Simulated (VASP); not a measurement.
A run of VASP 6.6.1 is set up as follows.

File INCAR:

```
SYSTEM = BeS2
ALGO = Normal
EDIFF = 1E-6
EDIFFG = -0.01
ENCUT = 600
GGA = PE
IBRION = 2
ISIF = 3
ISMEAR = 0
LASPH = .True.
LCHARG = .False.
LREAL = .False.
LWAVE = .False.
NELM = 60
NSW = 100
PREC = Accurate
SIGMA = 0.1
```

The input KPOINTS:

```
k-points
0
Gamma
  12 12 12
  0 0 0
```

File POSCAR:

```
BeS2
1.0
   -2.3845498440      2.3845498440      4.1476122409
    2.3845498440     -2.3845498440      4.1476122409
    2.3845498440      2.3845498440     -4.1476122409
Be S
2 4
Direct
    0.0000000000      0.0000000000      0.0000000000
    0.7500000000      0.2500000000      0.5000000000
    0.3750000000      0.4090885902      0.5340885902
    0.5909114098      0.1250000000      0.9659114098
    0.8750000000      0.8409114098      0.4659114098
    0.1590885902      0.6250000000      0.0340885902
```

Potentials or basis: VASP PAW PBE potentials, release 64 (Be, S).

Command:

```sh
$ cat potpaw_PBE.64/Be/POTCAR potpaw_PBE.64/S/POTCAR > POTCAR
$ mpirun -np 1 vasp_std > vasp.out
```

(1) Predict the band gap on the k mesh.

(2) Predict the relaxed cell.

Answers

(1) zero (bands 14 and 15 overlap by 1.70 eV).

(2) a = 5.341 Å, b = 5.341 Å, c = 5.341 Å, α = 126.90°, β = 126.90°, γ = 78.42°.
